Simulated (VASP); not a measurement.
# Sn16O15 (a cell with a defect) in VASP: electric field gradients with PBEsol

Aim: the electric field gradients of Sn16O15 (a cell with a defect) with PBEsol.

Program: VASP 6.6.1. These are calculated values, not measurements. Logs are shortened: lines on timing, memory, paths and dates and some standing lists are left out, and cuts for length are marked.

**1. The cell of the first run**

The cell holds a defect, 31 atoms: a = 7.627 Å, b = 7.627 Å, c = 9.774 Å, α = 90.00°, β = 90.00°, γ = 90.00°.

**2. Electric field gradients, PBEsol**

Input file INCAR:

```
SYSTEM = Sn16O15
ALGO = Normal
EDIFF = 1E-8
ENCUT = 520
GGA = PS
ISIF = 2
ISMEAR = -1
LASPH = .True.
LCHARG = .False.
LEFG = .True.
LREAL = Auto
LWAVE = .False.
NBANDS = 178
NELECT = 312.0
NELM = 100
PREC = Accurate
SIGMA = 0.01
```

Input file KPOINTS:

```
k-points
0
Gamma
  3 3 2
  0 0 0
```

Input file POSCAR:

```
Sn16O15
1.0
    7.6273904400      0.0000000000      0.0000000000
    0.0000000000      7.6273904400      0.0000000000
    0.0000000000      0.0000000000      9.7738266000
Sn O
16 15
Direct
    0.0000000000      0.2500000000      0.1176869300
    0.0000000000      0.2500000000      0.6176869300
    0.0000000000      0.7500000000      0.1176869300
    0.0000000000      0.7500000000      0.6176869300
    0.5000000000      0.2500000000      0.1176869300
    0.5000000000      0.2500000000      0.6176869300
    0.5000000000      0.7500000000      0.1176869300
    0.5000000000      0.7500000000      0.6176869300
    0.2500000000      0.0000000000      0.3823130700
    0.2500000000      0.0000000000      0.8823130700
    0.2500000000      0.5000000000      0.3823130700
    0.2500000000      0.5000000000      0.8823130700
    0.7500000000      0.0000000000      0.3823130700
    0.7500000000      0.0000000000      0.8823130700
    0.7500000000      0.5000000000      0.3823130700
    0.7500000000      0.5000000000      0.8823130700
    0.2500000000      0.2500000000      0.5000000000
    0.2500000000      0.7500000000      0.0000000000
    0.2500000000      0.7500000000      0.5000000000
    0.7500000000      0.2500000000      0.0000000000
    0.7500000000      0.2500000000      0.5000000000
    0.7500000000      0.7500000000      0.0000000000
    0.7500000000      0.7500000000      0.5000000000
    0.0000000000      0.0000000000      0.0000000000
    0.0000000000      0.0000000000      0.5000000000
    0.0000000000      0.5000000000      0.0000000000
    0.0000000000      0.5000000000      0.5000000000
    0.5000000000      0.0000000000      0.0000000000
    0.5000000000      0.0000000000      0.5000000000
    0.5000000000      0.5000000000      0.0000000000
    0.5000000000      0.5000000000      0.5000000000
```

Potentials or basis: VASP PAW PBE potentials, release 64 (Sn_d, O).

On the command line:

```console
cat potpaw_PBE.64/Sn_d/POTCAR potpaw_PBE.64/O/POTCAR > POTCAR
mpirun -np 1 vasp_std > vasp.out
```

OUTCAR:

```text
SYSTEM = Sn16O15
   EDIFF = 1E-8
   ENCUT = 520
   GGA = PS
   ISIF = 2
   ISMEAR = -1
   LASPH = .True.
   LREAL = Auto
   NELECT = 312.0
   NELM = 100
   PREC = Accurate

 ion  position               nearest neighbor table
   1  0.000  0.250  0.118-  20 2.23  24 2.23  26 2.23  16 3.54  10 3.54  12 3.54  14 3.54   9 3.74
                            13 3.74  11 3.74  15 3.74
   2  0.000  0.250  0.618-  17 2.23  21 2.23  25 2.23  27 2.23   9 3.54  11 3.54  13 3.54  15 3.54
                            10 3.74  14 3.74  12 3.74  16 3.74
   3  0.000  0.750  0.118-  18 2.23  22 2.23  24 2.23  26 2.23  10 3.54  12 3.54  14 3.54  16 3.54
                            13 3.74  11 3.74  15 3.74   9 3.74
   4  0.000  0.750  0.618-  19 2.23  23 2.23  25 2.23  27 2.23   9 3.54  11 3.54  13 3.54  15 3.54
                            10 3.74  14 3.74  12 3.74  16 3.74
   5  0.500  0.250  0.118-  20 2.23  28 2.23  30 2.23  16 3.54  10 3.54  12 3.54  14 3.54   9 3.74
                            13 3.74  11 3.74  15 3.74
   6  0.500  0.250  0.618-  17 2.23  21 2.23  29 2.23  31 2.23   9 3.54  11 3.54  13 3.54  15 3.54
                            10 3.74  14 3.74  12 3.74  16 3.74
   7  0.500  0.750  0.118-  18 2.23  22 2.23  28 2.23  30 2.23  10 3.54  12 3.54  14 3.54  16 3.54
                            13 3.74  11 3.74  15 3.74   9 3.74
   8  0.500  0.750  0.618-  19 2.23  23 2.23  29 2.23  31 2.23   9 3.54  11 3.54  13 3.54  15 3.54
                            10 3.74  14 3.74  12 3.74  16 3.74
   9  0.250  0.000  0.382-  17 2.23  19 2.23  25 2.23  29 2.23   2 3.54   4 3.54   6 3.54   8 3.54
[... 16 lines left out ...]
  18  0.250  0.750  0.000-   3 2.23   7 2.23  10 2.23  12 2.23
  19  0.250  0.750  0.500-   4 2.23   8 2.23   9 2.23  11 2.23
  20  0.750  0.250  0.000-   1 2.23   5 2.23  14 2.23  16 2.23
  21  0.750  0.250  0.500-   2 2.23   6 2.23  13 2.23  15 2.23
  22  0.750  0.750  0.000-   3 2.23   7 2.23  14 2.23  16 2.23
  23  0.750  0.750  0.500-   4 2.23   8 2.23  13 2.23  15 2.23
  24  0.000  0.000  0.000-   1 2.23   3 2.23  10 2.23  14 2.23
  25  0.000  0.000  0.500-   2 2.23   4 2.23   9 2.23  13 2.23
  26  0.000  0.500  0.000-   1 2.23   3 2.23  12 2.23  16 2.23
  27  0.000  0.500  0.500-   2 2.23   4 2.23  11 2.23  15 2.23
  28  0.500  0.000  0.000-   5 2.23   7 2.23  10 2.23  14 2.23
  29  0.500  0.000  0.500-   6 2.23   8 2.23   9 2.23  13 2.23
  30  0.500  0.500  0.000-   5 2.23   7 2.23  12 2.23  16 2.23
  31  0.500  0.500  0.500-   6 2.23   8 2.23  11 2.23  15 2.23

  LATTYP: Found a simple tetragonal cell.
 ALAT       =     7.6273904400
 C/A-ratio  =     1.2814116016

  Lattice vectors:

 A1 = (   7.6273904400,   0.0000000000,   0.0000000000)
 A2 = (   0.0000000000,   7.6273904400,   0.0000000000)
 A3 = (   0.0000000000,   0.0000000000,   9.7738266000)

Analysis of symmetry for initial positions (statically):
=====================================================================
 Subroutine PRICEL returns:
 Original cell was already a primitive cell.

 Routine SETGRP: Setting up the symmetry group for a
 simple tetragonal supercell.

 Subroutine GETGRP returns: Found  8 space group operations
 (whereof  2 operations were pure point group operations)
 out of a pool of 16 trial point group operations.

The static configuration has the point symmetry C_2 .
 The point group associated with its full space group is D_2d.

Analysis of symmetry for dynamics (positions and initial velocities):
=====================================================================
 Subroutine PRICEL returns:
 Original cell was already a primitive cell.

 Routine SETGRP: Setting up the symmetry group for a
 simple tetragonal supercell.

 Subroutine GETGRP returns: Found  8 space group operations
 (whereof  2 operations were pure point group operations)
 out of a pool of 16 trial point group operations.

The dynamic configuration has the point symmetry C_2 .
 The point group associated with its full space group is D_2d.

 Subroutine INISYM returns: Found  8 space group operations
 (whereof  2 operations are pure point group operations),
 and found     1 'primitive' translations

----------------------------------------------------------------------------------------

                                     Primitive cell

  volume of cell :     568.6127

  direct lattice vectors                    reciprocal lattice vectors
     7.627390440  0.000000000  0.000000000     0.131106439  0.000000000  0.000000000
     0.000000000  7.627390440  0.000000000     0.000000000  0.131106439  0.000000000
     0.000000000  0.000000000  9.773826600     0.000000000  0.000000000  0.102314072

  length of vectors
     7.627390440  7.627390440  9.773826600     0.131106439  0.131106439  0.102314072
[... 121 lines left out ...]
   LREAL  =      T    real-space projection
   EDIFFG = 0.1E-06   stopping-criterion for IOM
   NSW    =      0    number of steps for IOM
   IBRION =     -1    ionic relax: 0-MD 1-quasi-New 2-CG
   NFREE  =      0    steps in history (QN), initial steepest desc. (CG)
   ISIF   =      2    stress and relaxation
   ISYM   =      2    0-nonsym 1-usesym 2-fastsym
   POTIM  = 0.5000    time-step for ionic-motion
   TEBEG  =    0.0;   TEEND  =   0.0 temperature during run
   PSTRESS=    0.0 pullay stress
   NELECT =     312.0000    total number of electrons
   NUPDOWN=      -1.0000    fix difference up-down
   EMIN   =  10.00;   EMAX   =-10.00  energy-range for DOS
   EFERMI =   0.00;   METHOD = LEGACY
   ISMEAR =    -1;   SIGMA  =   0.01  broadening in eV -4-tet -1-fermi 0-gaus
   EFERMI_NEDOS =   21; number of points for ismear=-14 and -15
   IALGO  =     38    algorithm
   IMIX   =      4    mixing-type and parameters
     AMIX     =   0.40;   BMIX     =  1.00
     AMIX_MAG =   1.60;   BMIX_MAG =  1.00
  volume/ion in A,a.u.               =      18.34       123.78
  Fermi-wavevector in a.u.,A,eV,Ry     =   1.340255  2.532715 24.439927  1.796284
  Thomas-Fermi vector in A             =   2.468582
   LORBIT       =      0    0 simple, 1 ext, 2 COOP (PROOUT), +10 PAW based schemes
   GGA     = PS    functional components
   LHFCALC =     F    Hartree Fock is set to
   AEXX    =    0.0000 exact exchange contribution
   IVDW    =     0    specifies the selected vdW correction
   LEPSILON=     F    determine dielectric tensor
   LRPA    =     F    only Hartree local field effects (RPA)
 non-spin polarized calculation
  energy-cutoff  :      520.00
  volume of cell :      568.61
 maximum number of plane-waves:     15334
 NGX is ok and might be reduce to    60
   NGX = 29   NGY = 29   NGZ = 37

 number of electron     312.0000151 magnetization

 Free energy of the ion-electron system (eV)
  ---------------------------------------------------
  ext. energy  EPLUGINS =         0.00000000
  ---------------------------------------------------
  free energy    TOTEN  =      -197.78799583 eV

  energy without entropy =     -197.78664135  energy(sigma->0) =     -197.78731859

 E-fermi :   6.4367     XC(G=0): -10.2664

 val. band max:        6.3977689056   @ k =   0.3333   0.3333   0.0000
 cond. band min:       6.4708528030   @ k =   0.3333   0.0000   0.0000
 fundamental gap:      0.0730838974
 Fermi energy:         6.4367429818

 k-point     1 :       0.0000    0.0000    0.0000
  band No.  band energies     occupation
      1     -15.2596      2.00000
      2     -15.2564      2.00000
      3     -15.1976      2.00000
      4     -15.1976      2.00000
      5     -15.1742      2.00000
      6     -15.1207      2.00000
[... 1015 lines left out ...]
    167       9.1754      0.00000
    168       9.2158      0.00000
 [bands above 168 left out]

------------------------ aborting loop because EDIFF is reached ----------------------------------------

  FORCE on cell =-STRESS in cart. coord.  units (eV):
  Direction    XX          YY          ZZ          XY          YZ          ZX
  --------------------------------------------------------------------------------------
  -------------------------------------------------------------------------------------
  Total      -28.9559095    -28.9559095    -25.4060694      0.0000000      0.0000000      0.0000000
  in kB      -81.5889242    -81.5889242    -71.5865571      0.0000000      0.0000000      0.0000000
  external PRESSURE =     -78.2548018 kB  Pullay stress =       0.0000000 kB

 VOLUME and BASIS-vectors are now :
 -----------------------------------------------------------------------------
  energy-cutoff  :      520.00
  volume of cell :      568.61
      direct lattice vectors                 reciprocal lattice vectors
     7.627390440  0.000000000  0.000000000     0.131106439  0.000000000  0.000000000
     0.000000000  7.627390440  0.000000000     0.000000000  0.131106439  0.000000000
     0.000000000  0.000000000  9.773826600     0.000000000  0.000000000  0.102314072

 POSITION                                       TOTAL-FORCE (eV/Angst)
 -----------------------------------------------------------------------------------
      0.00000      1.90685      1.15025        -0.466188     -0.000000      0.087551
      0.00000      1.90685      6.03716        -0.097281     -0.000000      0.017847
      0.00000      5.72054      1.15025        -0.052277     -0.000000      0.348888
      0.00000      5.72054      6.03716         0.151987     -0.000000     -0.099651
      3.81370      1.90685      1.15025         0.466188     -0.000000      0.087551
      3.81370      1.90685      6.03716         0.097281     -0.000000      0.017847
[... 23 lines left out ...]
      3.81370      3.81370      0.00000        -0.294400     -0.294400      0.000000
      3.81370      3.81370      4.88691         0.105731      0.105731      0.000000
 -----------------------------------------------------------------------------------
    total drift:                                0.000000     -0.000000      0.000000

  FREE ENERGIE OF THE ION-ELECTRON SYSTEM (eV)
  ---------------------------------------------------
  free  energy   TOTEN  =      -197.7879958300 eV

  energy  without entropy=     -197.7866413526  energy(sigma->0) =     -197.78731859

 Electric field gradients (V/A^2)
---------------------------------------------------------------------
 ion       V_xx      V_yy      V_zz      V_xy      V_xz      V_yz
---------------------------------------------------------------------
   1      51.314    23.608   -74.922    -0.000  -103.177     0.000
   2      74.651    78.951  -153.602    -0.000    -0.403     0.000
   3      70.958    80.561  -151.519     0.000    -2.125     0.000
   4      77.393    76.808  -154.201     0.000    -2.808    -0.000
   5      51.314    23.608   -74.922     0.000   103.177    -0.000
   6      74.651    78.951  -153.602    -0.000     0.403    -0.000
[... 23 lines left out ...]
  30       3.997     3.997    -7.993    14.515    -0.276     0.276
  31      -5.092    -5.092    10.183     0.795    -2.045     2.045
---------------------------------------------------------------------

 Electric field gradients after diagonalization (V/A^2)
 (convention: |V_zz| > |V_xx| > |V_yy|)
----------------------------------------------------------------------
 ion       V_xx      V_yy      V_zz     asymmetry (V_yy - V_xx)/ V_zz
----------------------------------------------------------------------
   1     109.148    23.608  -132.756       0.644
   2      78.951    74.652  -153.603       0.028
   3      80.561    70.979  -151.540       0.063
   4      77.427    76.808  -154.235       0.004
   5     109.148    23.608  -132.756       0.644
   6      78.951    74.652  -153.603       0.028
[... 23 lines left out ...]
  30     -10.578    -7.934    18.512       0.143
  31      -6.391    -4.297    10.688       0.196
----------------------------------------------------------------------

           NMR quadrupolar parameters

 Cq : quadrupolar parameter    Cq=e*Q*V_zz/h
 eta: asymmetry parameters     (V_yy - V_xx)/ V_zz
 Q  : nuclear electric quadrupole moment in mb (millibarn)
----------------------------------------------------------------------
 ion       Cq(MHz)       eta       Q (mb)
----------------------------------------------------------------------
   1      -0.321       0.644       1.000
   2      -0.371       0.028       1.000
   3      -0.366       0.063       1.000
   4      -0.373       0.004       1.000
   5      -0.321       0.644       1.000
   6      -0.371       0.028       1.000
[... 23 lines left out ...]
  30       0.045       0.143       1.000
  31       0.026       0.196       1.000
----------------------------------------------------------------------
```

Wall time 31 min (1 thread of Intel Xeon Platinum 8259CL at 2.50GHz (Skylake/Cascade Lake), shared host); peak memory 0.82 GiB.

Results:

```
Free energy                             : -197.7880 eV
Largest force                           : 0.589 eV/Å
Largest electric field gradient by atom : Sn -132.8, -153.6, -151.5, -154.2 (each value once); O +10.7, +11.3, +8.6, -0.1, +13.8, +18.5 (each value once) V/Å²
```

Forces in eV/Å, atoms in the order of the input:
```
Sn  -0.466  0.000  0.088
Sn  -0.097  0.000  0.018
Sn  -0.052  0.000  0.349
Sn   0.152  0.000 -0.100
Sn   0.466  0.000  0.088
Sn   0.097  0.000  0.018
Sn   0.052  0.000  0.349
Sn  -0.152  0.000 -0.100
Sn   0.000 -0.097 -0.018
Sn   0.000 -0.466 -0.088
Sn   0.000  0.097 -0.018
Sn   0.000  0.466 -0.088
Sn   0.000  0.152  0.100
Sn   0.000 -0.052 -0.349
Sn   0.000 -0.152  0.100
Sn   0.000  0.052 -0.349
O    0.000  0.000  0.000
O    0.000  0.000 -0.589
O    0.000  0.000 -0.015
O    0.000  0.000  0.589
O    0.000  0.000  0.015
O    0.000  0.000  0.000
O    0.000  0.000  0.000
O    0.294  0.294  0.000
O   -0.106 -0.106  0.000
O    0.294 -0.294  0.000
O   -0.106  0.106  0.000
O   -0.294  0.294  0.000
O    0.106 -0.106  0.000
O   -0.294 -0.294  0.000
O    0.106  0.106  0.000
```

Electric field gradients, principal values (V/Å²):
```tsv
atom	least	middle	greatest (by size)
1 Sn	23.608	109.148	-132.756
2 Sn	74.652	78.951	-153.603
3 Sn	70.979	80.561	-151.540
4 Sn	76.808	77.427	-154.235
5 Sn	23.608	109.148	-132.756
6 Sn	74.652	78.951	-153.603
7 Sn	70.979	80.561	-151.540
8 Sn	76.808	77.427	-154.235
9 Sn	74.652	78.951	-153.603
10 Sn	23.608	109.148	-132.756
11 Sn	74.652	78.951	-153.603
12 Sn	23.608	109.148	-132.756
13 Sn	76.808	77.427	-154.235
14 Sn	70.979	80.561	-151.540
15 Sn	76.808	77.427	-154.235
16 Sn	70.979	80.561	-151.540
17 O	-5.345	-5.345	10.690
18 O	-3.020	-8.282	11.302
19 O	-3.858	-4.710	8.568
20 O	-3.020	-8.282	11.302
21 O	-3.858	-4.710	8.568
22 O	0.049	0.049	-0.099
23 O	-6.905	-6.905	13.809
24 O	-7.934	-10.578	18.512
25 O	-4.297	-6.391	10.688
26 O	-7.934	-10.578	18.512
27 O	-4.297	-6.391	10.688
28 O	-7.934	-10.578	18.512
29 O	-4.297	-6.391	10.688
30 O	-7.934	-10.578	18.512
31 O	-4.297	-6.391	10.688
```

Caveat: the cell carries a net charge on a neutralising background, which shifts energy and pressure; the cell is charged against a uniform background, so pressure and absolute levels hang on convention; without QUAD_EFG the Cq values of the log hold for a quadrupole moment of 1 mb, not for the nuclei; the PAW data sets were made with another functional, which shifts forces and pressure a little; spin-orbit coupling is left out, which moves the levels of the heavy elements.
